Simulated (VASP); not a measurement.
# In (P6_3/mmc) in VASP: further runs

Runs on In. Level: PBE+D3(BJ). Tasks: single point.

Everything below comes from runs of VASP 6.6.1. Logs are shortened: lines on timing, memory, paths and dates and some standing lists are left out, and cuts for length are marked.

### 1 The cell of the first run

It takes space group P6_3/mmc (No. 194, hexagonal). The conventional cell has a = 3.364 Å, b = 3.364 Å, c = 5.516 Å, α = 90.00°, β = 90.00°, γ = 120.00°. In (site symmetry -6m2) has 12 In at 3.36 to 3.37 Å within 4.4 Å.

This isn't the form of In at room conditions, which is tetragonal.

### 2 Single point, PBE+D3(BJ) (27.03 Å³/atom)

Contents of INCAR:

```
  PREC = Accurate
  ENCUT = 520
  EDIFF = 1E-6
  ISMEAR = 0
  SIGMA = 0.1
  LREAL = False
  LASPH = True
  NELM = 80
  ALGO = Fast
  ISIF = 2
  LWAVE = False
  LCHARG = False
  GGA = PE
  IVDW = 12
  NBANDS = 20
```

Contents of KPOINTS:

```
Automatic mesh
0
Gamma
  15 15 8
```

Contents of POSCAR:

```
In
1.0
    3.3637180511      0.0000000000      0.0000000000
   -1.6818590256      2.9130652834      0.0000000000
    0.0000000000      0.0000000000      5.5160311450
In
2
Direct
    0.3333333333      0.6666666667      0.2500000000
    0.6666666667      0.3333333333      0.7500000000
```

Potentials or basis: VASP PAW PBE potentials, release 64 (In_d).

On the command line:

```sh
> cat potpaw_PBE.64/In_d/POTCAR > POTCAR
> mpirun -np 1 vasp_std > vasp.out
```

OUTCAR:

```text
PREC = Accurate
   ENCUT = 520
   EDIFF = 1E-6
   ISMEAR = 0
   LREAL = False
   LASPH = True
   NELM = 80
   ISIF = 2
   GGA = PE
   IVDW = 12
 IVDW          = 12

 ion  position               nearest neighbor table
   1  0.333  0.667  0.250-   2 3.37   2 3.37   2 3.37   2 3.37   2 3.37   2 3.37
   2  0.667  0.333  0.750-   1 3.37   1 3.37   1 3.37   1 3.37   1 3.37   1 3.37

  LATTYP: Found a hexagonal cell.
 ALAT       =     3.3637180511
 C/A-ratio  =     1.6398613264

  Lattice vectors:

 A1 = (   3.3637180511,   0.0000000000,   0.0000000000)
 A2 = (  -1.6818590256,   2.9130652834,   0.0000000000)
 A3 = (   0.0000000000,   0.0000000000,   5.5160311450)

Analysis of symmetry for initial positions (statically):
=====================================================================
 Subroutine PRICEL returns:
 Original cell was already a primitive cell.

 Routine SETGRP: Setting up the symmetry group for a
 hexagonal supercell.

 Subroutine GETGRP returns: Found 24 space group operations
 (whereof 12 operations were pure point group operations)
 out of a pool of 24 trial point group operations.

The static configuration has the point symmetry D_3d.
 The point group associated with its full space group is D_6h.

Analysis of symmetry for dynamics (positions and initial velocities):
=====================================================================
 Subroutine PRICEL returns:
 Original cell was already a primitive cell.

 Routine SETGRP: Setting up the symmetry group for a
 hexagonal supercell.

 Subroutine GETGRP returns: Found 24 space group operations
 (whereof 12 operations were pure point group operations)
 out of a pool of 24 trial point group operations.

The dynamic configuration has the point symmetry D_3d.
 The point group associated with its full space group is D_6h.

 Subroutine INISYM returns: Found 24 space group operations
 (whereof 12 operations are pure point group operations),
 and found     1 'primitive' translations

----------------------------------------------------------------------------------------

                                     Primitive cell

  volume of cell :      54.0501

  direct lattice vectors                    reciprocal lattice vectors
     3.363718051  0.000000000  0.000000000     0.297290077  0.171640506  0.000000000
    -1.681859026  2.913065283  0.000000000     0.000000000  0.343281013  0.000000000
     0.000000000  0.000000000  5.516031145     0.000000000  0.000000000  0.181289767

  length of vectors
     3.363718051  3.363718051  5.516031145     0.343281013  0.343281013  0.181289767

  position of ions in fractional coordinates (direct lattice)
     0.333333333  0.666666667  0.250000000
     0.666666667  0.333333333  0.750000000

  ion indices of the primitive-cell ions
   primitive index   ion index
                 1           1
                 2           2

----------------------------------------------------------------------------------------

 KPOINTS: Automatic mesh

Automatic generation of k-mesh.
 Grid dimensions read from file:
 generate k-points for:   15   15    8

 Generating k-lattice:

  Cartesian coordinates                     Fractional coordinates (reciprocal lattice)
     0.019819338  0.011442700  0.000000000     0.066666667  0.000000000  0.000000000
     0.000000000  0.022885401  0.000000000     0.000000000  0.066666667  0.000000000
     0.000000000  0.000000000  0.022661221     0.000000000  0.000000000  0.125000000

  Length of vectors
     0.022885401  0.022885401  0.022661221

  Shift w.r.t. Gamma in fractional coordinates (k-lattice)
     0.000000000  0.000000000  0.000000000

 Subroutine IBZKPT returns following result:
 ===========================================

 Found    135 irreducible k-points:

 Following reciprocal coordinates:
            Coordinates               Weight
  0.000000  0.000000  0.000000      1.000000
  0.066667  0.000000  0.000000      6.000000
  0.133333  0.000000  0.000000      6.000000
  0.200000  0.000000  0.000000      6.000000
  0.266667  0.000000  0.000000      6.000000
  0.333333  0.000000  0.000000      6.000000
[... 16 lines left out ...]
  0.333333  0.200000  0.000000     12.000000
  0.400000  0.200000  0.000000      6.000000
 [... further k-points ...]
   k-points           NKPTS =    135   k-points in BZ     NKDIM =    135   number of bands    NBANDS=     20
   number of dos      NEDOS =    301   number of ions     NIONS =      2
   total plane-waves  NPLWV =  32928
   dimension x,y,z NGX =    28 NGY =   28 NGZ =   42
   dimension x,y,z NGXF=    56 NGYF=   56 NGZF=   84
   ions per type =               2
   NGX,Y,Z   is equivalent  to a cutoff of  13.84, 13.84, 12.66 a.u.
   NGXF,Y,Z  is equivalent  to a cutoff of  27.68, 27.68, 25.32 a.u.
 SYSTEM =  unknown system
   PREC   = accura    normal or accurate (medium, high low for compatibility)
   ISTART =      0    job   : 0-new  1-cont  2-samecut
   ICHARG =      2    charge: 1-file 2-atom 10-const
   ISPIN  =      1    spin polarized calculation?
   LNONCOLLINEAR =      F non collinear calculations
   LSORBIT =      F    spin-orbit coupling
   LASPH  =      T    aspherical Exc in radial PAW
   ENCUT  =  520.0 eV  38.22 Ry    6.18 a.u.   6.25  6.25 10.26*2*pi/ulx,y,z
   NELM   =     80;   NELMIN=  2; NELMDL= -5     # of ELM steps
   EDIFF  = 0.1E-05   stopping-criterion for ELM
   LREAL  =      F    real-space projection
   EDIFFG = 0.1E-04   stopping-criterion for IOM
   NSW    =      0    number of steps for IOM
   IBRION =     -1    ionic relax: 0-MD 1-quasi-New 2-CG
   NFREE  =      0    steps in history (QN), initial steepest desc. (CG)
   ISIF   =      2    stress and relaxation
   ISYM   =      2    0-nonsym 1-usesym 2-fastsym
   POTIM  = 0.5000    time-step for ionic-motion
   TEBEG  =    0.0;   TEEND  =   0.0 temperature during run
   PSTRESS=    0.0 pullay stress
   NELECT =      26.0000    total number of electrons
   NUPDOWN=      -1.0000    fix difference up-down
   EMIN   =  10.00;   EMAX   =-10.00  energy-range for DOS
   EFERMI =   0.00;   METHOD = LEGACY
   ISMEAR =     0;   SIGMA  =   0.10  broadening in eV -4-tet -1-fermi 0-gaus
   EFERMI_NEDOS =   21; number of points for ismear=-14 and -15
   IALGO  =     68    algorithm
   IMIX   =      4    mixing-type and parameters
     AMIX     =   0.40;   BMIX     =  1.00
     AMIX_MAG =   1.60;   BMIX_MAG =  1.00
  volume/ion in A,a.u.               =      27.03       182.37
  Fermi-wavevector in a.u.,A,eV,Ry     =   1.282726  2.424000 22.386823  1.645385
  Thomas-Fermi vector in A             =   2.415020
   LORBIT       =      0    0 simple, 1 ext, 2 COOP (PROOUT), +10 PAW based schemes
   GGA     = PE    functional components
   LHFCALC =     F    Hartree Fock is set to
   AEXX    =    0.0000 exact exchange contribution
   IVDW    =    12    specifies the selected vdW correction
   LEPSILON=     F    determine dielectric tensor
   LRPA    =     F    only Hartree local field effects (RPA)
 non-spin polarized calculation
 RMM-DIIS sequential band-by-band and
 Gauss-broadening in eV      SIGMA  =   0.10
  energy-cutoff  :      520.00
  volume of cell :       54.05
 maximum number of plane-waves:      1480
 NGX is ok and might be reduce to    28
   NGX = 13   NGY = 13   NGZ = 21

 number of electron      26.0000009 magnetization

 Free energy of the ion-electron system (eV)
  ---------------------------------------------------
  ext. energy  EPLUGINS =         0.00000000
  ---------------------------------------------------
  free energy    TOTEN  =        -5.10983511 eV

  energy without entropy =       -5.10531049  energy(sigma->0) =       -5.10757280

 E-fermi :   7.1717     XC(G=0): -10.1006

 val. band max:        7.1368168733   @ k =   0.2667   0.2667   0.3750
 cond. band min:       7.2169538473   @ k =   0.2000   0.0000   0.2500
 fundamental gap:      0.0801369740
 Fermi energy:         7.1716777118

 k-point     1 :       0.0000    0.0000    0.0000
  band No.  band energies     occupation
      1      -7.4970      2.00000
      2      -7.4439      2.00000
      3      -7.4139      2.00000
      4      -7.4139      2.00000
      5      -7.3881      2.00000
      6      -7.3881      2.00000
[... 12 lines left out ...]
     19      17.9510      0.00000
     20      18.3468      0.00000

 k-point     2 :       0.0667    0.0000    0.0000
  band No.  band energies     occupation
      1      -7.4917      2.00000
      2      -7.4470      2.00000
      3      -7.4067      2.00000
      4      -7.4022      2.00000
      5      -7.3874      2.00000
      6      -7.3770      2.00000
[... 12 lines left out ...]
     19      18.3954      0.00000
     20      18.7804      0.00000

 k-point     3 :       0.1333    0.0000    0.0000
  band No.  band energies     occupation
      1      -7.4921      2.00000
      2      -7.4434      2.00000
      3      -7.3980      2.00000
      4      -7.3713      2.00000
      5      -7.3689      2.00000
      6      -7.3575      2.00000
[... 12 lines left out ...]
     19      17.6775      0.00000
     20      18.9090      0.00000

 k-point     4 :       0.2000    0.0000    0.0000
  band No.  band energies     occupation
      1      -7.5160      2.00000
      2      -7.4238      2.00000
      3      -7.3973      2.00000
      4      -7.3875      2.00000
      5      -7.3678      2.00000
      6      -7.3283      2.00000
[... 12 lines left out ...]
     19      17.2201      0.00000
     20      18.6156      0.00000

 k-point     5 :       0.2667    0.0000    0.0000
  band No.  band energies     occupation
      1      -7.5477      2.00000
      2      -7.4289      2.00000
      3      -7.4255      2.00000
      4      -7.3869      2.00000
      5      -7.3698      2.00000
      6      -7.2760      2.00000
[... 12 lines left out ...]
     19      16.5755      0.00000
     20      18.2099      0.00000

 k-point     6 :       0.3333    0.0000    0.0000
  band No.  band energies     occupation
      1      -7.5779      2.00000
      2      -7.4645      2.00000
      3      -7.4436      2.00000
      4      -7.4041      2.00000
      5      -7.3367      2.00000
      6      -7.2849      2.00000
[... 12 lines left out ...]
     19      16.0033      0.00000
     20      17.7547      0.00000

 k-point     7 :       0.4000    0.0000    0.0000
  band No.  band energies     occupation
      1      -7.6013      2.00000
      2      -7.4963      2.00000
      3      -7.4567      2.00000
      4      -7.4171      2.00000
      5      -7.3109      2.00000
      6      -7.3039      2.00000
[... 12 lines left out ...]
     19      15.5925      0.00000
     20      17.4278      0.00000
[... 277 lines left out ...]
 k-point    20 :       0.4000    0.1333    0.0000
  band No.  band energies     occupation
      1      -7.5627      2.00000
      2      -7.5236      2.00000
      3      -7.4230      2.00000
      4      -7.4137      2.00000
      5      -7.3199      2.00000
      6      -7.3013      2.00000
[... 12 lines left out ...]
     19      15.1634      0.00000
     20      17.0897      0.00000

 k-point    21 :       0.2000    0.2000    0.0000
  band No.  band energies     occupation
      1      -7.4730      2.00000
      2      -7.4723      2.00000
      3      -7.4674      2.00000
      4      -7.4065      2.00000
      5      -7.3295      2.00000
      6      -7.2943      2.00000
[... 12 lines left out ...]
     19      15.0878      0.00000
     20      19.2153      0.00000

 k-point    22 :       0.2667    0.2000    0.0000
  band No.  band energies     occupation
      1      -7.5046      2.00000
      2      -7.4894      2.00000
      3      -7.4308      2.00000
      4      -7.4077      2.00000
      5      -7.3169      2.00000
      6      -7.3045      2.00000
[... 12 lines left out ...]
     19      14.3890      0.00000
     20      19.2367      0.00000

 k-point    23 :       0.3333    0.2000    0.0000
  band No.  band energies     occupation
      1      -7.5268      2.00000
      2      -7.5024      2.00000
      3      -7.4039      2.00000
      4      -7.3990      2.00000
      5      -7.3234      2.00000
      6      -7.3057      2.00000
[... 12 lines left out ...]
     19      14.0413      0.00000
     20      19.0726      0.00000

 k-point    24 :       0.4000    0.2000    0.0000
  band No.  band energies     occupation
      1      -7.5346      2.00000
      2      -7.5070      2.00000
      3      -7.4011      2.00000
      4      -7.3874      2.00000
      5      -7.3316      2.00000
      6      -7.2959      2.00000
[... 12 lines left out ...]
     19      13.9349      0.00000
     20      19.0127      0.00000

 [... further k-points ...]

------------------------ aborting loop because EDIFF is reached ----------------------------------------

 Edisp (eV)   -0.65404

 E8    (eV) :    -0.3264

  FORCE on cell =-STRESS in cart. coord.  units (eV):
  Direction    XX          YY          ZZ          XY          YZ          ZX
  --------------------------------------------------------------------------------------
  -------------------------------------------------------------------------------------
  Total      -0.37266    -0.37266    -0.40854     0.00000    -0.00000     0.00000
  in kB     -11.04644   -11.04644   -12.11019     0.00000    -0.00000     0.00000
  external pressure =      -11.40 kB  Pullay stress =        0.00 kB

 VOLUME and BASIS-vectors are now :
 -----------------------------------------------------------------------------
  energy-cutoff  :      520.00
  volume of cell :       54.05
      direct lattice vectors                 reciprocal lattice vectors
     3.363718051  0.000000000  0.000000000     0.297290077  0.171640506  0.000000000
    -1.681859026  2.913065283  0.000000000     0.000000000  0.343281013  0.000000000
     0.000000000  0.000000000  5.516031145     0.000000000  0.000000000  0.181289767

 POSITION                                       TOTAL-FORCE (eV/Angst)
 -----------------------------------------------------------------------------------
     -0.00000      1.94204      1.37901         0.000000      0.000000      0.000000
      1.68186      0.97102      4.13702        -0.000000     -0.000000      0.000000
 -----------------------------------------------------------------------------------
    total drift:                               -0.000000      0.000000      0.000000

  FREE ENERGIE OF THE ION-ELECTRON SYSTEM (eV)
  ---------------------------------------------------
  free  energy   TOTEN  =        -5.7638768633 eV

  energy  without entropy=       -5.7593522406  energy(sigma->0) =       -5.76161455
```

Wall time 96 s (1 thread of Intel Xeon Platinum 8488C (Sapphire Rapids), shared host); peak memory 0.26 GiB.

What came out:

| Quantity | Value |
| --- | --- |
| Free energy | -5.7639 eV |
| Pressure | -1.1 GPa |
| Band gap on the k mesh | zero (bands 13 and 14 overlap by 6.05 eV) |
| Dispersion energy per atom | -0.327 eV |

Stress tensor (GPa, compression positive):
```
-1.10  0.00  0.00
 0.00 -1.10  0.00
 0.00  0.00 -1.21
```

Levels at points of the mesh, in eV from the Fermi level:
```tsv
k point	band 10	band 11	band 12	band 13	band 14	band 15	band 16	band 17
(0.00, 0.00, 0.00)	-14.33	-9.34	-4.36	-3.26	8.16	8.16	9.96	9.96
(0.00, 0.00, 0.50)	-14.39	-7.99	-7.99	2.97	2.97	9.15	9.15	9.15
```

Caveat: spin-orbit coupling is left out, which moves the levels of the heavy elements.

(Part 1 of 2 ends here.)

The gap in the log of VASP goes by the Fermi energy; the results here count the filled bands.